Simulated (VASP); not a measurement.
The system is NiO.

```
CELL_PARAMETERS angstrom
0.00000 2.32473 2.32473
2.32473 0.00000 2.32473
2.32473 2.32473 0.00000
ATOMIC_POSITIONS crystal
Ni 0.00000 0.00000 0.00000
O 0.25000 0.25000 0.25000
```

Base run:

```yaml
Program: VASP 6.6.1
Functional: PBE
Potentials_or_basis: VASP PAW PBE potentials, release 64 (Ni, O)
Cutoff: 520 eV
k_mesh: 10 × 10 × 10
Occupations: gaussian, width 0.05 eV
Spin: collinear spin, ferromagnetic start
Starting_moments: "[0.5, 0.0] μB"
Hubbard_terms: Ni d U = 6.2 eV
```

Its results: band gap on the k mesh zero (filled and empty bands overlap); pressure -15.5 GPa.

Question: The run is repeated on the same cell with these changes: spin from collinear spin, ferromagnetic start to no spin polarisation; further incar settings from ALGO = Normal; EDIFF = 1e-06; NBANDS = 19 to ALGO = Normal; EDIFF = 1e-07; NBANDS = 15. What comes out?

Answer: Band gap on the k mesh zero (band 8 reaches 4.50 eV, above the bottom of band 9 at 2.87 eV); pressure -21.2 GPa.

Caveats: a cell with one magnetic atom can't hold antiferromagnetic order, which such compounds often take (some runs); U without spin polarisation on a metal has little footing (some runs).
